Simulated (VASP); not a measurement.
# Ag3SnO4 (Pm-3m) in VASP: further runs

The runs below take Ag3SnO4 through single point, with PBE.

Program: VASP 6.6.1. These are calculated values, not measurements. Logs are shortened: lines on timing, memory, paths and dates and some standing lists are left out, and cuts for length are marked.

### 1 The cell of the first run

It takes space group Pm-3m (No. 221, cubic). The conventional cell has a = 4.744 Å, b = 4.744 Å, c = 4.744 Å, α = 90.00°, β = 90.00°, γ = 90.00°. Ag (site symmetry 4/mmm) has 6 O at 2.37 Å within 3.1 Å. Within 3.1 Å of Sn (site symmetry m-3m) lie 6 O at 2.37 Å. Within 3.1 Å of O (site symmetry 4/mmm) lie 4 Ag at 2.37 Å and 2 Sn at 2.37 Å. Within 3.1 Å of O (site symmetry m-3m) lie 6 Ag at 2.37 Å.

### 2 Single point, PBE

Input file INCAR:

```
SYSTEM = Ag3SnO4
PREC     = Accurate       ! precision mode
ENCUT    = 600            ! plane-wave cutoff, eV
EDIFF    = 1E-6           ! SCF threshold, eV
ISMEAR   = 0              ! smearing method
SIGMA    = 0.1            ! smearing width, eV
LREAL    = .False.        ! projectors in reciprocal space
LASPH    = .True.         ! aspherical terms in the spheres
NELM     = 120            ! most SCF steps
ALGO     = Normal         ! electronic algorithm
ISIF     = 2              ! what is computed and relaxed
LWAVE    = .False.        ! write WAVECAR
LCHARG   = .False.        ! write CHGCAR
GGA      = PE             ! functional
NBANDS   = 46             ! bands
GGA_COMPAT= .False.
```

Input file KPOINTS:

```
regular mesh
0
Gamma
  8 8 8
  0 0 0
```

Input file POSCAR:

```
Ag3SnO4
1.0
    4.7437880684      0.0000000000      0.0000000000
    0.0000000000      4.7437880684      0.0000000000
    0.0000000000      0.0000000000      4.7437880684
Ag Sn O
3 1 4
Direct
    0.0000000000      0.5000000000      0.5000000000
    0.5000000000      0.0000000000      0.5000000000
    0.5000000000      0.5000000000      0.0000000000
    0.0000000000      0.0000000000      0.0000000000
    0.5000000000      0.0000000000      0.0000000000
    0.0000000000      0.5000000000      0.0000000000
    0.0000000000      0.0000000000      0.5000000000
    0.5000000000      0.5000000000      0.5000000000
```

Potentials or basis: VASP PAW PBE potentials, release 64 (Ag, Sn_d, O).

Launch:

```sh
> cat potpaw_PBE.64/Ag/POTCAR potpaw_PBE.64/Sn_d/POTCAR potpaw_PBE.64/O/POTCAR > POTCAR
> mpirun -np 1 vasp_std > vasp.out
```

OUTCAR:

```text
SYSTEM = Ag3SnO4
   PREC = Accurate
   ENCUT = 600
   EDIFF = 1E-6
   ISMEAR = 0
   LREAL = .False.
   LASPH = .True.
   NELM = 120
   ISIF = 2
   GGA = PE

 ion  position               nearest neighbor table
   1  0.000  0.500  0.500-   6 2.37   7 2.37   8 2.37   6 2.37   7 2.37   8 2.37   3 3.35   4 3.35
                             2 3.35   2 3.35   4 3.35   3 3.35   4 3.35   2 3.35   3 3.35   4 3.35
   2  0.500  0.000  0.500-   5 2.37   7 2.37   8 2.37   5 2.37   8 2.37   7 2.37   3 3.35   4 3.35
                             1 3.35   1 3.35   3 3.35   3 3.35   3 3.35   1 3.35   4 3.35   4 3.35
   3  0.500  0.500  0.000-   5 2.37   6 2.37   8 2.37   8 2.37   5 2.37   6 2.37   1 3.35   2 3.35
                             1 3.35   2 3.35   4 3.35   2 3.35   2 3.35   1 3.35   4 3.35   4 3.35
   4  0.000  0.000  0.000-   5 2.37   6 2.37   7 2.37   7 2.37   6 2.37   5 2.37   1 3.35   2 3.35
                             1 3.35   1 3.35   3 3.35   2 3.35   1 3.35   2 3.35   3 3.35   3 3.35
   5  0.500  0.000  0.000-   2 2.37   3 2.37   4 2.37   2 2.37   3 2.37   4 2.37
   6  0.000  0.500  0.000-   1 2.37   3 2.37   4 2.37   1 2.37   4 2.37   3 2.37
   7  0.000  0.000  0.500-   1 2.37   2 2.37   4 2.37   4 2.37   1 2.37   2 2.37
   8  0.500  0.500  0.500-   1 2.37   2 2.37   3 2.37   3 2.37   2 2.37   1 2.37

  LATTYP: Found a simple cubic cell.
 ALAT       =     4.7437880684

  Lattice vectors:

 A1 = (   4.7437880684,   0.0000000000,   0.0000000000)
 A2 = (   0.0000000000,   4.7437880684,   0.0000000000)
 A3 = (   0.0000000000,   0.0000000000,   4.7437880684)

Analysis of symmetry for initial positions (statically):
=====================================================================
 Subroutine PRICEL returns:
 Original cell was already a primitive cell.

 Routine SETGRP: Setting up the symmetry group for a
 simple cubic supercell.

 Subroutine GETGRP returns: Found 48 space group operations
 (whereof 48 operations were pure point group operations)
 out of a pool of 48 trial point group operations.

The static configuration has the point symmetry O_h .

Analysis of symmetry for dynamics (positions and initial velocities):
=====================================================================
 Subroutine PRICEL returns:
 Original cell was already a primitive cell.

 Routine SETGRP: Setting up the symmetry group for a
 simple cubic supercell.

 Subroutine GETGRP returns: Found 48 space group operations
 (whereof 48 operations were pure point group operations)
 out of a pool of 48 trial point group operations.

The dynamic configuration has the point symmetry O_h .

 Subroutine INISYM returns: Found 48 space group operations
 (whereof 48 operations are pure point group operations),
 and found     1 'primitive' translations

----------------------------------------------------------------------------------------

                                     Primitive cell

  volume of cell :     106.7520

  direct lattice vectors                    reciprocal lattice vectors
     4.743788068  0.000000000  0.000000000     0.210801997  0.000000000  0.000000000
     0.000000000  4.743788068  0.000000000     0.000000000  0.210801997  0.000000000
     0.000000000  0.000000000  4.743788068     0.000000000  0.000000000  0.210801997

  length of vectors
     4.743788068  4.743788068  4.743788068     0.210801997  0.210801997  0.210801997

  position of ions in fractional coordinates (direct lattice)
     0.000000000  0.500000000  0.500000000
     0.500000000  0.000000000  0.500000000
     0.500000000  0.500000000  0.000000000
     0.000000000  0.000000000  0.000000000
     0.500000000  0.000000000  0.000000000
     0.000000000  0.500000000  0.000000000
     0.000000000  0.000000000  0.500000000
     0.500000000  0.500000000  0.500000000

  ion indices of the primitive-cell ions
   primitive index   ion index
                 1           1
                 2           2
                 3           3
                 4           4
                 5           5
                 6           6
                 7           7
                 8           8

----------------------------------------------------------------------------------------

 KPOINTS: regular mesh

Automatic generation of k-mesh.
 Grid dimensions read from file:
 generate k-points for:    8    8    8

 Generating k-lattice:

  Cartesian coordinates                     Fractional coordinates (reciprocal lattice)
     0.026350250  0.000000000  0.000000000     0.125000000  0.000000000  0.000000000
     0.000000000  0.026350250  0.000000000     0.000000000  0.125000000  0.000000000
     0.000000000  0.000000000  0.026350250     0.000000000  0.000000000  0.125000000

  Length of vectors
     0.026350250  0.026350250  0.026350250

  Shift w.r.t. Gamma in fractional coordinates (k-lattice)
     0.000000000  0.000000000  0.000000000

 Subroutine IBZKPT returns following result:
 ===========================================

 Found     35 irreducible k-points:

 Following reciprocal coordinates:
            Coordinates               Weight
  0.000000  0.000000  0.000000      1.000000
  0.125000  0.000000  0.000000      6.000000
  0.250000  0.000000  0.000000      6.000000
  0.375000  0.000000  0.000000      6.000000
  0.500000  0.000000  0.000000      3.000000
  0.125000  0.125000  0.000000     12.000000
[... 16 lines left out ...]
  0.375000  0.375000  0.125000     24.000000
  0.500000  0.375000  0.125000     24.000000
 [... further k-points ...]
   k-points           NKPTS =     35   k-points in BZ     NKDIM =     35   number of bands    NBANDS=     46
   number of dos      NEDOS =    301   number of ions     NIONS =      8
   total plane-waves  NPLWV =  64000
   dimension x,y,z NGX =    40 NGY =   40 NGZ =   40
   dimension x,y,z NGXF=    80 NGYF=   80 NGZF=   80
   ions per type =               3   1   4
   NGX,Y,Z   is equivalent  to a cutoff of  14.02, 14.02, 14.02 a.u.
   NGXF,Y,Z  is equivalent  to a cutoff of  28.04, 28.04, 28.04 a.u.
 SYSTEM =  Ag3SnO4
   PREC   = accura    normal or accurate (medium, high low for compatibility)
   ISTART =      0    job   : 0-new  1-cont  2-samecut
   ICHARG =      2    charge: 1-file 2-atom 10-const
   ISPIN  =      1    spin polarized calculation?
   LNONCOLLINEAR =      F non collinear calculations
   LSORBIT =      F    spin-orbit coupling
   LASPH  =      T    aspherical Exc in radial PAW
   ENCUT  =  600.0 eV  44.10 Ry    6.64 a.u.   9.47  9.47  9.47*2*pi/ulx,y,z
   NELM   =    120;   NELMIN=  2; NELMDL= -5     # of ELM steps
   EDIFF  = 0.1E-05   stopping-criterion for ELM
   LREAL  =      F    real-space projection
   EDIFFG = 0.1E-04   stopping-criterion for IOM
   NSW    =      0    number of steps for IOM
   IBRION =     -1    ionic relax: 0-MD 1-quasi-New 2-CG
   NFREE  =      0    steps in history (QN), initial steepest desc. (CG)
   ISIF   =      2    stress and relaxation
   ISYM   =      2    0-nonsym 1-usesym 2-fastsym
   POTIM  = 0.5000    time-step for ionic-motion
   TEBEG  =    0.0;   TEEND  =   0.0 temperature during run
   PSTRESS=    0.0 pullay stress
   NELECT =      71.0000    total number of electrons
   NUPDOWN=      -1.0000    fix difference up-down
   EMIN   =  10.00;   EMAX   =-10.00  energy-range for DOS
   EFERMI =   0.00;   METHOD = LEGACY
   ISMEAR =     0;   SIGMA  =   0.10  broadening in eV -4-tet -1-fermi 0-gaus
   EFERMI_NEDOS =   21; number of points for ismear=-14 and -15
   IALGO  =     38    algorithm
   IMIX   =      4    mixing-type and parameters
     AMIX     =   0.40;   BMIX     =  1.00
     AMIX_MAG =   1.60;   BMIX_MAG =  1.00
  volume/ion in A,a.u.               =      13.34        90.05
  Fermi-wavevector in a.u.,A,eV,Ry     =   1.429011  2.700440 27.784095  2.042073
  Thomas-Fermi vector in A             =   2.549011
   LORBIT       =      0    0 simple, 1 ext, 2 COOP (PROOUT), +10 PAW based schemes
   GGA     = PE    functional components
   LHFCALC =     F    Hartree Fock is set to
   AEXX    =    0.0000 exact exchange contribution
   IVDW    =     0    specifies the selected vdW correction
   LEPSILON=     F    determine dielectric tensor
   LRPA    =     F    only Hartree local field effects (RPA)
 non-spin polarized calculation
 Gauss-broadening in eV      SIGMA  =   0.10
  energy-cutoff  :      600.00
  volume of cell :      106.75
 maximum number of plane-waves:      3595
 NGX is ok and might be reduce to    40
   NGX = 19   NGY = 19   NGZ = 19

 number of electron      71.0000025 magnetization

 Free energy of the ion-electron system (eV)
  ---------------------------------------------------
  ext. energy  EPLUGINS =         0.00000000
  ---------------------------------------------------
  free energy    TOTEN  =       -34.46197342 eV

  energy without entropy =      -34.43471393  energy(sigma->0) =      -34.44834368

 E-fermi :   6.5501     XC(G=0): -11.6226

 val. band max:        6.5473011886   @ k =   0.5000   0.3750   0.3750
 cond. band min:       6.5715017202   @ k =   0.3750   0.2500   0.1250
 fundamental gap:      0.0242005316
 Fermi energy:         6.5500612551

 k-point     1 :       0.0000    0.0000    0.0000
  band No.  band energies     occupation
      1     -15.1962      2.00000
      2     -15.1962      2.00000
      3     -15.0304      2.00000
      4     -15.0304      2.00000
      5     -15.0304      2.00000
      6     -11.9896      2.00000
[... 38 lines left out ...]
     45      16.7860      0.00000
     46      16.7860      0.00000

 k-point     2 :       0.1250    0.0000    0.0000
  band No.  band energies     occupation
      1     -15.1958      2.00000
      2     -15.1837      2.00000
      3     -15.0306      2.00000
      4     -15.0306      2.00000
      5     -15.0303      2.00000
      6     -11.9575      2.00000
[... 38 lines left out ...]
     45      16.1573      0.00000
     46      16.7952      0.00000

 k-point     3 :       0.2500    0.0000    0.0000
  band No.  band energies     occupation
      1     -15.1946      2.00000
      2     -15.1529      2.00000
      3     -15.0313      2.00000
      4     -15.0313      2.00000
      5     -15.0303      2.00000
      6     -11.8644      2.00000
[... 38 lines left out ...]
     45      15.4255      0.00000
     46      16.6012      0.00000

 k-point     4 :       0.3750    0.0000    0.0000
  band No.  band energies     occupation
      1     -15.1934      2.00000
      2     -15.1214      2.00000
      3     -15.0320      2.00000
      4     -15.0320      2.00000
      5     -15.0303      2.00000
      6     -11.7209      2.00000
[... 920 lines left out ...]
     45      15.2910      0.00000
     46      15.5376      0.00000

 k-point    23 :       0.3750    0.3750    0.1250
  band No.  band energies     occupation
      1     -15.1440      2.00000
      2     -15.0789      2.00000
      3     -15.0347      2.00000
      4     -15.0324      2.00000
      5     -15.0324      2.00000
      6     -11.5190      2.00000
[... 38 lines left out ...]
     45      15.5403      0.00000
     46      15.5709      0.00000

 k-point    24 :       0.5000    0.3750    0.1250
  band No.  band energies     occupation
      1     -15.1412      2.00000
      2     -15.0678      2.00000
      3     -15.0352      2.00000
      4     -15.0327      2.00000
      5     -15.0324      2.00000
      6     -11.4250      2.00000
[... 38 lines left out ...]
     45      14.9945      0.00000
     46      15.5604      0.00000

 [... further k-points ...]
[... 5 lines left out ...]
  --------------------------------------------------------------------------------------
  -------------------------------------------------------------------------------------
  Total       -0.2158969     -0.2158969     -0.2158969      0.0000000     -0.0000000      0.0000000
  in kB       -3.2402696     -3.2402696     -3.2402696      0.0000000     -0.0000000      0.0000000
  external PRESSURE =      -3.2402696 kB  Pullay stress =       0.0000000 kB

 VOLUME and BASIS-vectors are now :
 -----------------------------------------------------------------------------
  energy-cutoff  :      600.00
  volume of cell :      106.75
      direct lattice vectors                 reciprocal lattice vectors
     4.743788068  0.000000000  0.000000000     0.210801997  0.000000000  0.000000000
     0.000000000  4.743788068  0.000000000     0.000000000  0.210801997  0.000000000
     0.000000000  0.000000000  4.743788068     0.000000000  0.000000000  0.210801997

 POSITION                                       TOTAL-FORCE (eV/Angst)
 -----------------------------------------------------------------------------------
      0.00000      2.37189      2.37189         0.000000      0.000000      0.000000
      2.37189      0.00000      2.37189         0.000000      0.000000      0.000000
      2.37189      2.37189      0.00000         0.000000      0.000000      0.000000
      0.00000      0.00000      0.00000         0.000000      0.000000      0.000000
      2.37189      0.00000      0.00000         0.000000      0.000000      0.000000
      0.00000      2.37189      0.00000         0.000000      0.000000      0.000000
      0.00000      0.00000      2.37189         0.000000      0.000000      0.000000
      2.37189      2.37189      2.37189         0.000000      0.000000      0.000000
 -----------------------------------------------------------------------------------
    total drift:                               -0.000000      0.000000     -0.000000

  FREE ENERGIE OF THE ION-ELECTRON SYSTEM (eV)
  ---------------------------------------------------
  free  energy   TOTEN  =       -34.4619734220 eV

  energy  without entropy=      -34.4347139287  energy(sigma->0) =      -34.44834368
```

Run time: 3.3 min. Hardware: 1 thread of Intel Xeon Platinum 8259CL at 2.50GHz (Skylake/Cascade Lake), shared host; peak memory 0.35 GiB.

What came out:

```yaml
Free_energy: -34.4620 eV
Pressure: -0.3 GPa
Band_gap_on_the_k_mesh: zero (an odd number of electrons rules out a gap without spin polarisation)
```

Caveat: spin-orbit coupling is left out, which moves the levels of the heavy elements; an odd number of electrons without spin polarisation forces a metal; a magnetic or distorted state may lie lower.

### 3 Single point, PBE, collinear spin

Input file INCAR:

```
SYSTEM = Ag3SnO4
PREC = Accurate
ENCUT = 600
EDIFF = 1E-6
ISMEAR = 0
SIGMA = 0.1
LREAL = .FALSE.
LASPH = .TRUE.
NELM = 200
ALGO = Normal
ISIF = 2
LWAVE = .FALSE.
LCHARG = .FALSE.
ISPIN = 2
MAGMOM = 1 1 1 0 0 0 0 0
LORBIT = 11
LMAXMIX = 4
GGA = PE
NBANDS = 50
GGA_COMPAT = .FALSE.
```

Input file KPOINTS:

```
regular mesh
0
G
  4 4 4
  0 0 0
```

Changes to POSCAR since step 2:

```diff
@@ -2,5 +2,5 @@
 1.0
-    4.7437880684      0.0000000000      0.0000000000
-    0.0000000000      4.7437880684      0.0000000000
-    0.0000000000      0.0000000000      4.7437880684
+    4.7421896167      0.0000000000      0.0000000000
+    0.0000000000      4.7421896167      0.0000000000
+    0.0000000000      0.0000000000      4.7421896167
 Ag Sn O
```

Potentials or basis: VASP PAW PBE potentials, release 64 (Ag, Sn_d, O).

Launch:

```sh
> cat potpaw_PBE.64/Ag/POTCAR potpaw_PBE.64/Sn_d/POTCAR potpaw_PBE.64/O/POTCAR > POTCAR
> mpirun -np 1 vasp_std > vasp.out
```

Run time: 2.9 min. Hardware: 1 thread of Intel Xeon Platinum 8259CL at 2.50GHz (Skylake/Cascade Lake), shared host; peak memory 0.34 GiB.

The run converged. Its results:

* Free energy: -34.4566 eV
* Pressure: -0.3 GPa
* Net moment: 0.00 μB per cell
* Valence electrons inside the program's atomic spheres: Ag 9.70; Sn 11.92; O 4.87, 4.83 (each value once)

Levels at points of the mesh, in eV from the Fermi level:
Spin up:
```
           k point  band 33  band 34  band 35  band 36  band 37  band 38  band 39  band 40
(0.00, 0.00, 0.00)    -2.25    -2.23    -2.07    -2.07    -2.07     1.66     5.14     5.14
(0.50, 0.00, 0.00)    -1.62    -1.55    -1.03    -0.71    -0.05     3.25     5.18     6.30
(0.50, 0.50, 0.00)    -1.33     0.44     0.62     0.62     1.32     3.36     3.36     5.25
(0.50, 0.50, 0.50)     0.51     0.73     0.73     0.73     2.34     2.34     2.34     2.61
```
Spin down:
| k point | band 33 | band 34 | band 35 | band 36 | band 37 | band 38 | band 39 | band 40 |
| --- | --- | --- | --- | --- | --- | --- | --- | --- |
| (0.00, 0.00, 0.00) | -2.25 | -2.23 | -2.07 | -2.07 | -2.07 | 1.66 | 5.14 | 5.14 |
| (0.50, 0.00, 0.00) | -1.62 | -1.55 | -1.03 | -0.71 | -0.05 | 3.25 | 5.18 | 6.30 |
| (0.50, 0.50, 0.00) | -1.32 | 0.44 | 0.62 | 0.62 | 1.32 | 3.36 | 3.36 | 5.25 |
| (0.50, 0.50, 0.50) | 0.51 | 0.73 | 0.73 | 0.73 | 2.34 | 2.34 | 2.34 | 2.61 |

Caveat: spin-orbit coupling is left out, which moves the levels of the heavy elements.

The gap in the log of VASP goes by the Fermi energy; the results here count the filled bands.